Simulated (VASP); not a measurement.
Input of a VASP 6.6.1 run:

The input INCAR:

```
  PREC = Accurate
  ENCUT = 520
  EDIFF = 1E-6
  ISMEAR = 0
  SIGMA = 0.05
  LREAL = False
  LASPH = True
  NELM = 60
  ALGO = Normal
  ISIF = 2
  LWAVE = False
  LCHARG = False
  GGA = PS
  NBANDS = 21
```

KPOINTS

```
Automatic mesh
0
Gamma
  12 12 8
```

File POSCAR:

```
RuF2
1.0
    3.2196253730      0.0000000000      0.0000000000
   -1.6098126865      2.7882773636      0.0000000000
    0.0000000000      0.0000000000      4.3056267936
Ru F
1 2
Direct
    0.0000000000      0.0000000000      0.0000000000
    0.3333333333      0.6666666667      0.2223063709
    0.6666666667      0.3333333333      0.7776936291
```

Potentials or basis: VASP PAW PBE potentials, release 64 (Ru_pv, F).

The run is started by

```console
$ cat potpaw_PBE.64/Ru_pv/POTCAR potpaw_PBE.64/F/POTCAR > POTCAR
$ mpirun -np 1 vasp_std > vasp.out
```

(1) What does it give for the largest force?

(2) What does it give for the band gap on the k mesh?

(3) Predict the pressure.

## Answers

(1) 0.035 eV/Å.

(2) 0.52 eV (least direct gap 0.91 eV).

(3) 0.2 GPa.

Caveat: semilocal functionals underestimate gaps, and a narrow one can read as zero; the PAW data sets were made with another functional, which shifts forces and pressure a little.
